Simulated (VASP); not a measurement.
# LiCl: single point with PBE

The system is LiCl.

```
CELL_PARAMETERS angstrom
0.00000 2.54212 2.54212
2.54212 0.00000 2.54212
2.54212 2.54212 0.00000
ATOMIC_POSITIONS crystal
Li 0.00000 0.00000 0.00000
Cl 0.50000 0.50000 0.50000
```

```
Program                : VASP 6.6.1
Task                   : single point
Functional             : PBE
Potentials or basis    : VASP PAW PBE potentials, release 64 (Li_sv, Cl)
Cutoff                 : 750 eV
k mesh                 : 6 × 6 × 6
Occupations            : gaussian, width 0.1 eV
Spin                   : no spin polarisation
Dipole correction      : no
Further INCAR settings : ALGO = Normal; EDIFF = 1e-06; NBANDS = 12
```

| Item | Value |
| --- | --- |
| Pressure | 1.3 GPa |
| Band gap on the k mesh | 6.49 eV |

Levels at points of the mesh, in eV from the valence-band top:
| k point | band 2 | band 3 | band 4 | band 5 | band 6 | band 7 | band 8 | band 9 |
| --- | --- | --- | --- | --- | --- | --- | --- | --- |
| (0.00, 0.00, 0.00) | -13.49 | 0.00 | 0.00 | 0.00 | 6.49 | 11.96 | 11.96 | 11.96 |
| (0.50, 0.00, 0.00) | -12.89 | -2.92 | -0.27 | -0.27 | 6.79 | 9.51 | 9.51 | 13.25 |
| (0.50, 0.50, 0.00) | -12.62 | -3.01 | -1.15 | -1.15 | 7.93 | 8.25 | 12.67 | 14.33 |

Run time: 14 s on 1 thread of Intel Xeon 8259CL (shared host), peak memory 0.17 GiB.

A k mesh can miss the band edges.
